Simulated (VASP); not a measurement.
# MoS2 (P-3m1) in VASP: a series of runs, part 2 of 2

VASP 6.6.1. Earlier steps stand in the parts before.

## 3. Single point, PBEsol

This run uses another cell than the first one, of 17.97 Å³/atom.

The input, INCAR:

```
  PREC = Accurate
  ENCUT = 520
  EDIFF = 1E-6
  ISMEAR = 0
  SIGMA = 0.05
  LREAL = False
  LASPH = True
  NELM = 80
  ALGO = Normal
  ISIF = 2
  LWAVE = False
  LCHARG = False
  GGA = PS
  NBANDS = 20
```

The input, KPOINTS:

```
regular mesh
0
Gamma
  10 10 5
```

The input, POSCAR:

```
MoS2
1.0
    3.1690364643      0.0000000000      0.0000000000
   -1.5845177412      2.7444654161      0.0000000000
    0.0000000000      0.0000000000      6.1981949043
Mo S
1 2
Direct
    0.0000000000      0.0000000000      0.5000000000
    0.3333333333      0.6666666667      0.2553190000
    0.6666666667      0.3333333333      0.7446810000
```

Potentials or basis: VASP PAW PBE potentials, release 64 (Mo_sv, S).

Command:

```
> cat potpaw_PBE.64/Mo_sv/POTCAR potpaw_PBE.64/S/POTCAR > POTCAR
> mpirun -np 1 vasp_std > vasp.out
```

OUTCAR:

```text
PREC = Accurate
   ENCUT = 520
   EDIFF = 1E-6
   ISMEAR = 0
   LREAL = False
   LASPH = True
   NELM = 80
   ISIF = 2
   GGA = PS

 ion  position               nearest neighbor table
   1  0.000  0.000  0.500-   2 2.38   3 2.38   3 2.38   2 2.38   3 2.38   2 2.38
   2  0.333  0.667  0.255-   1 2.38   1 2.38   1 2.38
   3  0.667  0.333  0.745-   1 2.38   1 2.38   1 2.38

  LATTYP: Found a hexagonal cell.
 ALAT       =     3.1690364643
 C/A-ratio  =     1.9558610240

  Lattice vectors:

 A1 = (   3.1690364643,   0.0000000000,   0.0000000000)
 A2 = (  -1.5845177412,   2.7444654161,   0.0000000000)
 A3 = (   0.0000000000,   0.0000000000,   6.1981949043)

Analysis of symmetry for initial positions (statically):
=====================================================================
 Subroutine PRICEL returns:
 Original cell was already a primitive cell.

 Routine SETGRP: Setting up the symmetry group for a
 hexagonal supercell.

 Subroutine GETGRP returns: Found 12 space group operations
 (whereof 12 operations were pure point group operations)
 out of a pool of 24 trial point group operations.
[... 161 lines left out ...]
  free energy    TOTEN  =       -22.56411636 eV

  energy without entropy =      -22.56352193  energy(sigma->0) =      -22.56381914

 E-fermi :   7.6474     XC(G=0): -10.8926

 val. band max:        7.5543469774   @ k =   0.2000   0.2000   0.4000
 cond. band min:       7.6889456686   @ k =   0.1000   0.0000   0.2000
 fundamental gap:      0.1345986911
 Fermi energy:         7.6473987497

 k-point     1 :       0.0000    0.0000    0.0000
  band No.  band energies     occupation
      1     -54.1309      2.00000
      2     -28.2494      2.00000
      3     -28.1599      2.00000
      4     -28.1599      2.00000
      5      -7.6524      2.00000
      6      -6.0177      2.00000
[... 541 lines left out ...]
     19      14.1302      0.00000
     20      15.3094      0.00000

 [... further k-points ...]

------------------------ aborting loop because EDIFF is reached ----------------------------------------

  FORCE on cell =-STRESS in cart. coord.  units (eV):
  Direction    XX          YY          ZZ          XY          YZ          ZX
  --------------------------------------------------------------------------------------
  -------------------------------------------------------------------------------------
  Total        0.9201514      0.9201510      2.6839141      0.0000002      0.0000000      0.0000000
  in kB       27.3476283     27.3476150     79.7680470      0.0000049      0.0000000      0.0000000
  external PRESSURE =      44.8210968 kB  Pullay stress =       0.0000000 kB

 VOLUME and BASIS-vectors are now :
 -----------------------------------------------------------------------------
  energy-cutoff  :      520.00
  volume of cell :       53.91
      direct lattice vectors                 reciprocal lattice vectors
     3.169036464  0.000000000  0.000000000     0.315553327  0.182184786  0.000000000
    -1.584517741  2.744465416  0.000000000     0.000000000  0.364369685  0.000000000
     0.000000000  0.000000000  6.198194904     0.000000000  0.000000000  0.161337295

 POSITION                                       TOTAL-FORCE (eV/Angst)
 -----------------------------------------------------------------------------------
      0.00000      0.00000      3.09910        -0.000000      0.000000      0.000000
      0.00000      1.82964      1.58252         0.000000      0.000000     -0.955181
      1.58452      0.91482      4.61568        -0.000000     -0.000000      0.955181
 -----------------------------------------------------------------------------------
    total drift:                                0.000000      0.000000      0.000000

  FREE ENERGIE OF THE ION-ELECTRON SYSTEM (eV)
  ---------------------------------------------------
  free  energy   TOTEN  =       -22.5641163602 eV

  energy  without entropy=      -22.5635219294  energy(sigma->0) =      -22.56381914
```

stdout:

```text
POSCAR found type information on POSCAR MoS
 POSCAR found :  2 types and       3 ions
 scaLAPACK will be used
 -----------------------------------------------------------------------------
|                                                                             |
|                                                                             |
|     You enforced a specific xc type in the INCAR file but a different       |
|     I HOPE YOU KNOW WHAT YOU ARE DOING!                                     |
|                                                                             |
 -----------------------------------------------------------------------------

 LDA part: xc-table for (Slater+PW92), standard interpolation
 POSCAR, INCAR and KPOINTS ok, starting setup
 FFT: planning ... GRIDC
 FFT: planning ... GRID_SOFT
 FFT: planning ... GRID
 WAVECAR not read
 entering main loop
```

Run time: 74 s. Hardware: 1 thread of Intel Xeon 8259CL, shared host; peak memory 0.2 GiB.

What came out:

```yaml
Free_energy: -22.5641 eV
Pressure: 4.5 GPa
Largest_force: 0.955 eV/Å
Band_gap_on_the_k_mesh: zero (bands 13 and 14 overlap by 0.76 eV)
```

Forces on the atoms (eV/Å):
```
Mo   0.000  0.000  0.000
S    0.000  0.000 -0.955
S    0.000  0.000  0.955
```

Levels at points of the mesh, in eV from the Fermi level:
```tsv
k point	band 11	band 12	band 13	band 14	band 15	band 16
(0.00, 0.00, 0.00)	-1.34	-1.17	-1.17	-0.37	-0.37	3.33
(0.50, 0.00, 0.00)	-3.43	-1.94	-1.92	0.93	1.74	3.81
```

Caveat: the stress differs along the axes, from 3 to 8 GPa; the PAW data sets were made with another functional, which shifts forces and pressure a little; this functional lacks dispersion, which binds layers or chains, so the pressure and a relaxed spacing across them are unreliable.

The gap in the log of VASP goes by the Fermi energy; the results here count the filled bands.